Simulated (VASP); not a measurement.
## SiC: vibrations by perturbation theory with PBEsol

The system is SiC.

```
Si C
1.0
     2.13511    2.13511    0.00000
    -2.13511    2.13511    0.00000
     0.00000    2.13511    2.13511
Si C
1 1
Direct
  0.00000 0.00000 0.00000
  0.75000 0.25000 0.50000
```

```yaml
Program: VASP 6.6.1
Task: vibrations by perturbation theory
Functional: PBEsol
Potentials_or_basis: VASP PAW PBE potentials, release 64 (Si, C)
Cutoff: 520 eV
k_mesh: 10 × 10 × 10
Occupations: gaussian, width 0.01 eV
Spin: no spin polarisation
Dipole_correction: no
Further_INCAR_settings: ALGO = Normal; EDIFF = 1e-08; IBRION = 8; NSW = 1
```

```yaml
Highest_phonon_frequency_at_Γ_LO-TO_splitting_left_out: 843 cm⁻¹
```

Phonon frequencies in cm⁻¹ (negative: imaginary):
```
              q point        frequencies
(0.000, 0.000, 0.000)  0 0 0 843 843 843
```

Run time: 60 s on 1 thread of Intel(R) Xeon(R) Platinum 8259CL CPU @ 2.50GHz (Skylake/Cascade Lake), with other jobs on the host, peak memory 0.2 GiB.

Caveat: the cell stands under pressure or tension, which shifts response properties.
